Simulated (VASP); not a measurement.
A run of VASP 6.6.1 is set up as follows.

File INCAR:

```
AGGAC = 1.0 ; AGGAX = 1.0
ALDAC = 0.0 ; ALDAX = 1.0
ALGO = Normal ; EDIFF = 1E-6
ENCUT = 520 ; GGA = B5
ISIF = 2 ; ISMEAR = -1
LASPH = T ; LCHARG = T
LELF = T ; LREAL = F
LVHAR = T ; LWAVE = F
NBANDS = 19 ; NELM = 100
PREC = Accurate ; SIGMA = 0.05
```

KPOINTS

```
k-points
0
Gamma
  11 11 6
```

File POSCAR:

```
Zn
1.0
    2.6216023146      0.0000000000      0.0000000000
   -1.3108011573      2.2703742031      0.0000000000
    0.0000000000      0.0000000000      6.1889811446
Zn
2
Direct
    0.6666666667      0.3333333333      0.7500000000
    0.3333333333      0.6666666667      0.2500000000
```

Potentials or basis: VASP PAW PBE potentials, release 64 (Zn).

The run is started by

```sh
$ cat potpaw_PBE.64/Zn/POTCAR > POTCAR
$ mpirun -np 1 vasp_std > vasp.out
```

(1) What does it give for the band gap on the k mesh?

(2) Predict the pressure.

Answers

(1) zero (band 12 reaches 3.53 eV, above the bottom of band 13 at -0.84 eV).

(2) 0.4 GPa.

Caveat: the PAW data sets were made with another functional, which shifts forces and pressure a little.
